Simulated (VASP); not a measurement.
Runs of VASP 6.6.1 on TiO2 (Anatase). The structure is that of space group I4_1/amd (No. 141), or close to it. The cells are those of the table. 

```csv
cell,gap on the mesh (eV),pressure (GPa),largest force (eV/Å)
"a = 5.647 Å, angles 140.4, 140.4, 57.2°, 6 atoms",2.56,-9.2,0.03
"a = 5.570 Å, angles 140.1, 140.1, 57.7°, 6 atoms",2.58,(a),0.03
"a = 5.294 Å, angles 138.6, 138.6, 60.0°, 6 atoms",2.49,14.0,(b)
"a = 5.393 Å, angles 139.2, 139.2, 59.1°, 6 atoms",2.56,7.3,0.03
```

Alike in all rows: task single point; level r2SCAN; potentials or basis VASP PAW PBE potentials, release 64 (Ti_sv, O); no spin polarisation; k mesh 8 × 8 × 8; cutoff (eV) 520; smearing gaussian 0.02 eV.

Task: Estimate the missing entries.

Result: (a) -4.3; (b) 0.04.

Caveats: the PAW data sets were made with another functional, which shifts forces and pressure a little.

A k mesh can miss the band edges.
